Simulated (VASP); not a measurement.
Write the native input for VASP 6.6.1 that does the following.

| Quantity | Value |
| --- | --- |
| Task | single point |
| Functional | LDA |
| Potentials or basis | VASP PAW LDA potentials, release 64 (Ga_d) |
| Cutoff | 520 eV |
| k mesh | 13 × 13 × 13 |
| Occupations | fermi-dirac, width 0.1 eV |
| Spin | no spin polarisation |
| Dipole correction | no |
| Further INCAR settings | ALGO = Normal; EDIFF = 1e-06; NBANDS = 12 |

The structure of Ga lies in POSCAR:

```
Ga
1.0
    2.6593978950      0.0000000000      0.0000000000
    0.0000000000      2.6593978950      0.0000000000
    0.0000000000      0.0000000000      2.6593978950
Ga
1
Direct
    0.0000000000      0.0000000000      0.0000000000
```

This cell differs from its parent crystal: volume scaled by 1.04.

One way to write it, as run:

INCAR

```
SYSTEM = Ga
  PREC = Accurate
  ENCUT = 520
  EDIFF = 1E-6
  ISMEAR = -1
  SIGMA = 0.1
  LREAL = .False.
  LASPH = .True.
  NELM = 100
  ALGO = Normal
  ISIF = 2
  LWAVE = .False.
  LCHARG = .True.
  GGA = CA
  LELF = .True.
  LVHAR = .True.
  NBANDS = 12
```

KPOINTS

```
regular mesh
0
Gamma
  13 13 13
  0 0 0
```

Potentials or basis: VASP PAW LDA potentials, release 64 (Ga_d).

The run is started by

```bash
$ cat potpaw_LDA.64/Ga_d/POTCAR > POTCAR
$ mpirun -np 1 vasp_std > vasp.out
```

It gave:

| Item | Value |
| --- | --- |
| Pressure | -2.2 GPa |

Wall time 5.1 s on 1 thread of AMD EPYC 9R45 96-Core Processor (Zen 5), on a shared host, peak memory 0.1 GiB.
